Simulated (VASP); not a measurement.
Runs of VASP 6.6.1 on KMgF3. The structure is that of space group P4/mmm (No. 123), or close to it. The cells are those of the table. 

| cell | gap on the mesh (eV) | pressure (GPa) |
| --- | --- | --- |
| a = 3.826, b = 3.826, c = 4.145 Å, 5 atoms | 7.56 | 8.1 |
| a = 3.826, b = 3.826, c = 4.305 Å, 5 atoms | 7.23 | 5.4 |
| a = 4.305, b = 4.305, c = 3.826 Å, 5 atoms | 6.48 | -2.7 |
| a = 4.305, b = 4.305, c = 3.986 Å, 5 atoms | (b) | -5.4 |
| a = 4.145, b = 4.145, c = 3.667 Å, 5 atoms | 7.29 | 5.7 |
| a = 3.986, b = 3.986, c = 3.667 Å, 5 atoms | 7.92 | 12.7 |
| a = 4.145, b = 4.145, c = 3.826 Å, 5 atoms | 7.00 | 1.2 |
| a = 3.667, b = 3.667, c = 4.145 Å, 5 atoms | 8.15 | (a) |

Alike in all rows: task single point; level PBE; potentials or basis VASP PAW PBE potentials, release 64 (K_sv, Mg, F); no spin polarisation; k mesh 6 × 6 × 6; cutoff (eV) 520; smearing gaussian 0.05 eV.

Task: Estimate the missing entries.

Result: (a) 19.9; (b) 6.23.

Caveats: the cell stands under pressure (at least some runs); the cell stands under tension (at least some runs).

A k mesh can miss the band edges.
